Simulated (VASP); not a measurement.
Write the native input for VASP 6.6.1 that does the following.

* Task: single point
* Functional: PBE
* Potentials or basis: VASP PAW PBE potentials, release 64 (W_sv, S)
* Cutoff: 520 eV
* k mesh: 9 × 9 × 4
* Occupations: fermi-dirac, width 0.05 eV
* Spin: no spin polarisation
* Dipole correction: no
* Further INCAR settings: ALGO = Normal; EDIFF = 1e-07; NBANDS = 20

The structure of WS2 lies in POSCAR:

```
WS2
1.0
    2.9883872735      0.0000000000      0.0000000000
    0.0000000000      2.9883872735      0.0000000000
    0.0000000000      0.0000000000      6.1950446797
W S
1 2
Direct
    0.0000000000      0.0000000000      0.0000000000
    0.5000000000      0.5000000000      0.2843227100
    0.5000000000      0.5000000000      0.7156772900
```

This cell differs from its parent crystal: volume scaled by 0.94.

These files were run (other wordings do the same):

INCAR

```
PREC = Accurate ; ENCUT = 520
EDIFF = 1E-7 ; ISMEAR = -1
SIGMA = 0.05 ; LREAL = F
LASPH = T ; NELM = 100
ALGO = Normal ; ISIF = 2
LWAVE = F ; LCHARG = T
GGA = PE ; LELF = T
LVHAR = T ; NBANDS = 20
```

KPOINTS

```
Automatic mesh
0
Gamma
  9 9 4
```

Potentials or basis: VASP PAW PBE potentials, release 64 (W_sv, S).

Run with:

```bash
$ cat potpaw_PBE.64/W_sv/POTCAR potpaw_PBE.64/S/POTCAR > POTCAR
$ mpirun -np 1 vasp_std > vasp.out
```

Results of the run:

| Property | Result |
| --- | --- |
| Pressure | -13.5 GPa |
| Largest force | 4.325 eV/Å |
| Band gap on the k mesh | zero (band 13 reaches 7.63 eV, above the bottom of band 14 at 6.54 eV) |

Caveat: spin-orbit coupling is left out, which moves the levels of the heavy elements; forces of over 1 eV/Å act on the atoms, so gaps and moduli don't describe the material at rest.

Wall time 33 s on 1 thread of Intel(R) Xeon(R) Platinum 8259CL CPU @ 2.50GHz (Skylake/Cascade Lake), on a shared host, peak memory 0.19 GiB.
